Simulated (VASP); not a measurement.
Wanted: the native input for a VASP 6.6.1 run.

| Item | Value |
| --- | --- |
| Task | single point |
| Functional | PBEsol |
| Potentials or basis | VASP PAW PBE potentials, release 64 (V_sv) |
| Cutoff | 520 eV |
| k mesh | 19 × 19 × 19 |
| Occupations | fermi-dirac, width 0.03 eV |
| Spin | collinear spin, ferromagnetic start |
| Starting moments | [1.5] μB |
| Dipole correction | no |
| Further INCAR settings | ALGO = Normal; EDIFF = 1e-07; NBANDS = 16 |

The structure of V lies in POSCAR:

```
V
1.0
   -1.4827400000      1.5130000000      1.5130000000
    1.5130000000     -1.4827400000      1.5130000000
    1.5130000000      1.5130000000     -1.4827400000
V
1
Direct
    0.0000000000      0.0000000000      0.0000000000
```

This cell differs from its parent crystal: equal xy, yz and zx shear strains of +2 %.

These files were run (other wordings do the same):

INCAR

```
SYSTEM = V
ALGO = Normal
EDIFF = 1E-7
ENCUT = 520
GGA = PS
ISIF = 2
ISMEAR = -1
ISPIN = 2
LASPH = .True.
LCHARG = .True.
LELF = .True.
LMAXMIX = 4
LORBIT = 11
LREAL = .False.
LVHAR = .True.
LWAVE = .False.
MAGMOM = 1.5
NBANDS = 16
NELM = 150
PREC = Accurate
SIGMA = 0.03
```

KPOINTS

```
k-points
0
Gamma
  19 19 19
  0 0 0
```

Potentials or basis: VASP PAW PBE potentials, release 64 (V_sv).

The run is started by

```bash
$ cat potpaw_PBE.64/V_sv/POTCAR > POTCAR
$ mpirun -np 1 vasp_std > vasp.out
```

Results of the run:

```
Pressure                                              : -11.6 GPa
Net moment                                            : 0.00 μB per cell
Valence electrons inside the program's atomic spheres : V 11.61
```

Caveat: the cell differs from its parent crystal (equal xy, yz and zx shear strains of +2 %); the cell stands under tension; the PAW data sets were made with another functional, which shifts forces and pressure a little.

It took 3.6 min on 1 thread of Intel(R) Xeon(R) Platinum 8259CL CPU @ 2.50GHz (Skylake/Cascade Lake), on a shared host, peak memory 0.31 GiB.
